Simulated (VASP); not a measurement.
# MoS2 (P6_3/mmc) in VASP: a series of runs

The runs below take MoS2 through single point, with r2SCAN+rVV10, r2SCAN, PBE.

Everything below comes from runs of VASP 6.6.1. Logs are shortened: lines on timing, memory, paths and dates and some standing lists are left out, and cuts for length are marked.

### Step 1. The cell of the first run

The structure is hexagonal, space group P6_3/mmc (No. 194). Conventional cell: a = 3.173 Å, b = 3.173 Å, c = 12.436 Å, α = 90.00°, β = 90.00°, γ = 120.00°. Within 3.2 Å of Mo (site symmetry -6m2) lie 6 S at 2.40 Å and 6 Mo at 3.17 Å. Within 3.2 Å of S (site symmetry 3m) lie 3 Mo at 2.40 Å and 7 S at 3.11 to 3.17 Å.

### Step 2. Single point, r2SCAN+rVV10

Input file POSCAR:

```
MoS2
1.0
    3.1730198511      0.0000000029      0.0000000000
   -1.5865099280      2.7479157963      0.0000000000
    0.0000000000      0.0000000000     12.4358854573
Mo S
2 4
Direct
    0.6666666667      0.3333333333      0.2500000000
    0.3333333333      0.6666666667      0.7500000000
    0.6666666667      0.3333333333      0.6249003799
    0.3333333333      0.6666666667      0.3750996201
    0.6666666667      0.3333333333      0.8750996201
    0.3333333333      0.6666666667      0.1249003799
```

Input file INCAR.step1:

```
PREC = Accurate
ENCUT = 520
ISMEAR = -1
SIGMA = 0.02
LREAL = False
LASPH = True
NELM = 60
NBANDS = 35
GGA = PE
ALGO = Normal
EDIFF = 1E-4
LWAVE = True
LCHARG = False
```

Input file INCAR.step2:

```
PREC = Accurate
ENCUT = 520
EDIFF = 1E-6
ISMEAR = -1
SIGMA = 0.02
LREAL = False
LASPH = True
NELM = 60
ALGO = Normal
ISIF = 2
LWAVE = False
LCHARG = False
METAGGA = R2SCAN
LMIXTAU = True
LUSE_VDW = True
IVDW_NL = 2
BPARAM = 11.95
CPARAM = 0.0093
NBANDS = 35
ISTART = 1
```

Input file KPOINTS:

```
regular mesh
0
Gamma
  12 12 2
```

Potentials or basis: VASP PAW PBE potentials, release 64 (Mo_sv, S).

Run with:

```sh
> cat potpaw_PBE.64/Mo_sv/POTCAR potpaw_PBE.64/S/POTCAR > POTCAR
> cp INCAR.step1 INCAR
> mpirun -np 1 vasp_std > vasp.out
> cp INCAR.step2 INCAR
> mpirun -np 1 vasp_std > vasp.out
```

OUTCAR:

```text
PREC = Accurate
   ENCUT = 520
   EDIFF = 1E-6
   ISMEAR = -1
   LREAL = False
   LASPH = True
   NELM = 60
   ISIF = 2
   METAGGA = R2SCAN
   IVDW_NL = 2
   BPARAM = 11.95
   ISTART = 1

 ion  position               nearest neighbor table
   1  0.667  0.333  0.250-   4 2.40   6 2.40   4 2.40   6 2.40   4 2.40   6 2.40
   2  0.333  0.667  0.750-   3 2.40   5 2.40   3 2.40   5 2.40   3 2.40   5 2.40
   3  0.667  0.333  0.625-   2 2.40   2 2.40   2 2.40
   4  0.333  0.667  0.375-   1 2.40   1 2.40   1 2.40
   5  0.667  0.333  0.875-   2 2.40   2 2.40   2 2.40
   6  0.333  0.667  0.125-   1 2.40   1 2.40   1 2.40

  LATTYP: Found a hexagonal cell.
 ALAT       =     3.1730198511
 C/A-ratio  =     3.9192586372

  Lattice vectors:

 A1 = (   3.1730198511,   0.0000000029,   0.0000000000)
 A2 = (  -1.5865099280,   2.7479157963,   0.0000000000)
 A3 = (   0.0000000000,   0.0000000000,  12.4358854573)

Analysis of symmetry for initial positions (statically):
=====================================================================
 Subroutine PRICEL returns:
 Original cell was already a primitive cell.

 Routine SETGRP: Setting up the symmetry group for a
 hexagonal supercell.

 Subroutine GETGRP returns: Found 24 space group operations
 (whereof 12 operations were pure point group operations)
 out of a pool of 24 trial point group operations.

The static configuration has the point symmetry D_3d.
 The point group associated with its full space group is D_6h.

Analysis of symmetry for dynamics (positions and initial velocities):
=====================================================================
 Subroutine PRICEL returns:
 Original cell was already a primitive cell.

 Routine SETGRP: Setting up the symmetry group for a
 hexagonal supercell.

 Subroutine GETGRP returns: Found 24 space group operations
 (whereof 12 operations were pure point group operations)
 out of a pool of 24 trial point group operations.

The dynamic configuration has the point symmetry D_3d.
 The point group associated with its full space group is D_6h.

 Subroutine INISYM returns: Found 24 space group operations
 (whereof 12 operations are pure point group operations),
 and found     1 'primitive' translations

----------------------------------------------------------------------------------------

                                     Primitive cell

[... 99 lines left out ...]
   LREAL  =      F    real-space projection
   EDIFFG = 0.1E-04   stopping-criterion for IOM
   NSW    =      0    number of steps for IOM
   IBRION =     -1    ionic relax: 0-MD 1-quasi-New 2-CG
   NFREE  =      0    steps in history (QN), initial steepest desc. (CG)
   ISIF   =      2    stress and relaxation
   ISYM   =      2    0-nonsym 1-usesym 2-fastsym
   POTIM  = 0.5000    time-step for ionic-motion
   TEBEG  =    0.0;   TEEND  =   0.0 temperature during run
   PSTRESS=    0.0 pullay stress
   NELECT =      52.0000    total number of electrons
   NUPDOWN=      -1.0000    fix difference up-down
   EMIN   =  10.00;   EMAX   =-10.00  energy-range for DOS
   EFERMI =   0.00;   METHOD = LEGACY
   ISMEAR =    -1;   SIGMA  =   0.02  broadening in eV -4-tet -1-fermi 0-gaus
   EFERMI_NEDOS =   21; number of points for ismear=-14 and -15
   IALGO  =     38    algorithm
   IMIX   =      4    mixing-type and parameters
     AMIX     =   0.40;   BMIX     =  1.00
     AMIX_MAG =   1.60;   BMIX_MAG =  1.00
  volume/ion in A,a.u.               =      18.07       121.95
  Fermi-wavevector in a.u.,A,eV,Ry     =   1.281420  2.421533 22.341287  1.642038
  Thomas-Fermi vector in A             =   2.413791
   LORBIT       =      0    0 simple, 1 ext, 2 COOP (PROOUT), +10 PAW based schemes
   METAGGA = R2SCAN    functional components
   LHFCALC =     F    Hartree Fock is set to
   AEXX    =    0.0000 exact exchange contribution
   IVDW_NL    =     2    kernel type
   BPARAM     =11.9500
   IVDW    =     0    specifies the selected vdW correction
   LEPSILON=     F    determine dielectric tensor
   LRPA    =     F    only Hartree local field effects (RPA)
 non-spin polarized calculation
  energy-cutoff  :      520.00
  volume of cell :      108.43
 maximum number of plane-waves:      2944
 NGX is ok and might be reduce to    24
   NGX = 11   NGY = 11   NGZ = 47

 number of electron      51.9999999 magnetization

 Free energy of the ion-electron system (eV)
  ---------------------------------------------------
  ext. energy  EPLUGINS =         0.00000000
  ---------------------------------------------------
  free energy    TOTEN  =       -89.10402226 eV

  energy without entropy =      -89.10402226  energy(sigma->0) =      -89.10402226

 E-fermi :   7.8113     XC(G=0): -11.4651

 val. band max:        7.2236264107   @ k =   0.0000   0.0000   0.0000
 cond. band min:       8.2576799721   @ k =   0.1667   0.1667   0.0000
 fundamental gap:      1.0340535613
 Fermi energy:         7.8112918723

 k-point     1 :       0.0000    0.0000    0.0000
  band No.  band energies     occupation
      1     -56.2581      2.00000
      2     -56.2581      2.00000
      3     -29.6800      2.00000
      4     -29.6800      2.00000
      5     -29.4569      2.00000
      6     -29.4569      2.00000
[... 901 lines left out ...]
     34      10.8845      0.00000
     35      14.4001      0.00000

 [... further k-points ...]

------------------------ aborting loop because EDIFF is reached ----------------------------------------

  FORCE on cell =-STRESS in cart. coord.  units (eV):
  Direction    XX          YY          ZZ          XY          YZ          ZX
  --------------------------------------------------------------------------------------
  -------------------------------------------------------------------------------------
  Total        0.1477104      0.1477104      0.0762246      0.0000000      0.0000000      0.0000000
  in kB        2.1825731      2.1825731      1.1262965      0.0000000      0.0000000      0.0000000
  external PRESSURE =       1.8304809 kB  Pullay stress =       0.0000000 kB

 VOLUME and BASIS-vectors are now :
 -----------------------------------------------------------------------------
  energy-cutoff  :      520.00
  volume of cell :      108.43
      direct lattice vectors                 reciprocal lattice vectors
     3.173019851  0.000000003  0.000000000     0.315157184  0.181956085  0.000000000
    -1.586509928  2.747915796  0.000000000    -0.000000000  0.363912170  0.000000000
     0.000000000  0.000000000 12.435885457     0.000000000  0.000000000  0.080412449

 POSITION                                       TOTAL-FORCE (eV/Angst)
 -----------------------------------------------------------------------------------
      1.58651      0.91597      3.10897         0.000000      0.000000      0.000000
     -0.00000      1.83194      9.32691        -0.000000     -0.000000      0.000000
      1.58651      0.91597      7.77119         0.000000      0.000000     -0.016689
     -0.00000      1.83194      4.66470        -0.000000      0.000000      0.016689
      1.58651      0.91597     10.88264         0.000000      0.000000      0.016689
     -0.00000      1.83194      1.55325        -0.000000      0.000000     -0.016689
 -----------------------------------------------------------------------------------
    total drift:                               -0.000000      0.000000     -0.000000

  FREE ENERGIE OF THE ION-ELECTRON SYSTEM (eV)
  ---------------------------------------------------
  free  energy   TOTEN  =       -89.1040222626 eV

  energy  without entropy=      -89.1040222626  energy(sigma->0) =      -89.10402226
```

OUTCAR.step1:

```text
PREC = Accurate
   ENCUT = 520
   ISMEAR = -1
   LREAL = False
   LASPH = True
   NELM = 60
[... 1150 lines left out ...]
     -0.00000      1.83194      4.66470        -0.000000      0.000000      0.090954
      1.58651      0.91597     10.88264        -0.000000      0.000000      0.090954
     -0.00000      1.83194      1.55325        -0.000000     -0.000000     -0.090954
 -----------------------------------------------------------------------------------
    total drift:                               -0.000000      0.000000     -0.000000

  FREE ENERGIE OF THE ION-ELECTRON SYSTEM (eV)
  ---------------------------------------------------
  free  energy   TOTEN  =       -43.6326084084 eV

  energy  without entropy=      -43.6326084084  energy(sigma->0) =      -43.63260841
```

It took 4 min on 1 thread of Intel Xeon 6975P-C (Granite Rapids), shared host; peak memory 0.5 GiB.

Results:

```
Free energy            : -89.1040 eV
Pressure               : 0.2 GPa
Largest force          : 0.017 eV/Å
Band gap on the k mesh : 1.03 eV (least direct gap 1.75 eV)
```

Forces in eV/Å, atoms in the order of the input:
```
Mo   0.000  0.000  0.000
Mo   0.000  0.000  0.000
S    0.000  0.000 -0.017
S    0.000  0.000  0.017
S    0.000  0.000  0.017
S    0.000  0.000 -0.017
```

Levels at points of the mesh, in eV from the valence-band top:
| k point | band 24 | band 25 | band 26 | band 27 | band 28 | band 29 |
| --- | --- | --- | --- | --- | --- | --- |
| (0.00, 0.00, 0.00) | -1.37 | -1.13 | 0.00 | 2.25 | 2.25 | 2.27 |
| (0.50, 0.00, 0.00) | -1.71 | -1.44 | -1.33 | 1.70 | 1.74 | 2.12 |
| (0.00, 0.00, 0.50) | -2.33 | -0.29 | -0.29 | 2.25 | 2.25 | 2.25 |
| (0.50, 0.00, 0.50) | -1.80 | -1.38 | -1.38 | 1.72 | 1.72 | 2.25 |

Caveat: the PAW data sets were made with another functional, which shifts forces and pressure a little.

### Step 3. Single point, r2SCAN

POSCAR is that of step 2.

Input file INCAR.step1:

```
PREC = Accurate
ENCUT = 520
ISMEAR = 0
SIGMA = 0.01
LREAL = F
LASPH = T
NELM = 100
NBANDS = 35
GGA = PE
ALGO = Normal
EDIFF = 1E-4
LWAVE = T
LCHARG = F
```

Input file INCAR.step2:

```
PREC = Accurate
ENCUT = 520
EDIFF = 1E-6
ISMEAR = 0
SIGMA = 0.01
LREAL = F
LASPH = T
NELM = 100
ALGO = Normal
ISIF = 2
LWAVE = F
LCHARG = T
METAGGA = R2SCAN
LMIXTAU = T
LELF = T
LVHAR = T
NBANDS = 35
ISTART = 1
```

Input file KPOINTS:

```
Automatic mesh
0
Gamma
  12 12 2
```

Potentials or basis: VASP PAW PBE potentials, release 64 (Mo_sv, S).

Run with:

```sh
> cat potpaw_PBE.64/Mo_sv/POTCAR potpaw_PBE.64/S/POTCAR > POTCAR
> cp INCAR.step1 INCAR
> mpirun -np 1 vasp_std > vasp.out
> cp INCAR.step2 INCAR
> mpirun -np 1 vasp_std > vasp.out
```

It took 3.3 min on 1 thread of Intel Xeon 6975P-C (Granite Rapids), shared host; peak memory 0.3 GiB.

The run converged. Its results:

- Free energy: -90.0614 eV
- Pressure: 1.2 GPa
- Largest force: 0.051 eV/Å
- Band gap on the k mesh: 1.05 eV (least direct gap 1.75 eV)

Forces in eV/Å, atoms in the order of the input:
```
Mo   0.000  0.000  0.000
Mo   0.000  0.000  0.000
S    0.000  0.000  0.051
S    0.000  0.000 -0.051
S    0.000  0.000 -0.051
S    0.000  0.000  0.051
```

Stress tensor (GPa, compression positive):
```
1.28 0.00 0.00
0.00 1.28 0.00
0.00 0.00 1.05
```

Levels at points of the mesh, in eV from the valence-band top:
| k point | band 22 | band 23 | band 24 | band 25 | band 26 | band 27 | band 28 | band 29 | band 30 | band 31 |
| --- | --- | --- | --- | --- | --- | --- | --- | --- | --- | --- |
| (0.00, 0.00, 0.00) | -2.31 | -2.31 | -1.37 | -1.11 | 0.00 | 2.25 | 2.25 | 2.27 | 2.27 | 2.43 |
| (0.50, 0.00, 0.00) | -2.63 | -1.88 | -1.71 | -1.43 | -1.32 | 1.70 | 1.75 | 2.13 | 2.37 | 3.18 |
| (0.00, 0.00, 0.50) | -2.33 | -2.33 | -2.33 | -0.29 | -0.29 | 2.26 | 2.26 | 2.26 | 2.26 | 2.52 |
| (0.50, 0.00, 0.50) | -2.75 | -1.79 | -1.79 | -1.37 | -1.37 | 1.72 | 1.72 | 2.26 | 2.26 | 3.52 |

Caveat: the PAW data sets were made with another functional, which shifts forces and pressure a little. A k mesh can miss the band edges.

### Step 4. Single point, PBE, non-collinear spin, zero start, spin-orbit coupling

Input file INCAR:

```
PREC = Accurate ; ENCUT = 520
EDIFF = 1E-6 ; ISMEAR = -1
SIGMA = 0.02 ; LREAL = False
LASPH = True ; NELM = 150
ALGO = Normal ; ISIF = 2
LWAVE = False ; LCHARG = True
MAGMOM = 0 0 0 0 0 0 0 0 0 0 0 0 0 0 0 0 0 0 ; LORBIT = 11
LSORBIT = True ; GGA_COMPAT = False
LORBMOM = True ; LMAXMIX = 4
GGA = PE ; LVHAR = True
NBANDS = 68
```

KPOINTS is that of step 3.

POSCAR is that of step 3.

Run with:

```sh
> cat potpaw_PBE.64/Mo_sv/POTCAR potpaw_PBE.64/S/POTCAR > POTCAR
> mpirun -np 1 vasp_ncl > vasp.out
```

Run time: 15 min. Hardware: 1 thread of Oxide Virtual Turin-like, shared host; peak memory 0.63 GiB.

The run converged. Its results:

```
Free energy                                           : -43.8294 eV
Pressure                                              : 2.3 GPa
Largest force                                         : 0.100 eV/Å
Net moment                                            : 0.00 μB per cell
Valence electrons inside the program's atomic spheres : Mo 12.47; S 3.71
```

Forces on the atoms (eV/Å):
```
Mo   0.000  0.000  0.000
Mo   0.000  0.000  0.000
S    0.000  0.000 -0.100
S    0.000  0.000  0.100
S    0.000  0.000  0.100
S    0.000  0.000 -0.100
```

Stress tensor (GPa, compression positive):
```
1.83 0.00 0.00
0.00 1.83 0.00
0.00 0.00 3.17
```

Moments on the atoms (μB; x, y, z):
```
Mo  0.00 0.00 0.00
Mo  0.00 0.00 0.00
S   0.00 0.00 0.00
S   0.00 0.00 0.00
S   0.00 0.00 0.00
S   0.00 0.00 0.00
```

Caveat: this functional lacks dispersion, which binds the layers, so the pressure and a relaxed spacing across them are unreliable.

### Step 5. Summary

| level | spin | smearing | gap on the mesh (eV) | pressure (GPa) | largest force (eV/Å) |
| --- | --- | --- | --- | --- | --- |
| r2SCAN+rVV10 | off | fermi-dirac 0.02 eV | 1.03 | 0.2 | 0.02 |
| r2SCAN | off | gaussian 0.01 eV | 1.05 | 1.2 | 0.05 |
| PBE | non-collinear, zero start, SOC | fermi-dirac 0.02 eV | - | 2.3 | 0.10 |

Alike in all rows: task single point; potentials or basis VASP PAW PBE potentials, release 64 (Mo_sv, S); cell as given; k mesh 12 × 12 × 2; cutoff (eV) 520.

The pressure there spans 0.2 GPa (r2SCAN+rVV10) to 2.3 GPa (PBE); a positive pressure means that this level wants a larger cell, a negative one a smaller.

Caveats: the PAW data sets were made with another functional, which shifts forces and pressure a little (at least some runs); this functional lacks dispersion, which binds the layers, so the pressure and a relaxed spacing across them are unreliable (at least some runs).

Absolute energies hang on the potentials; compare differences alone.
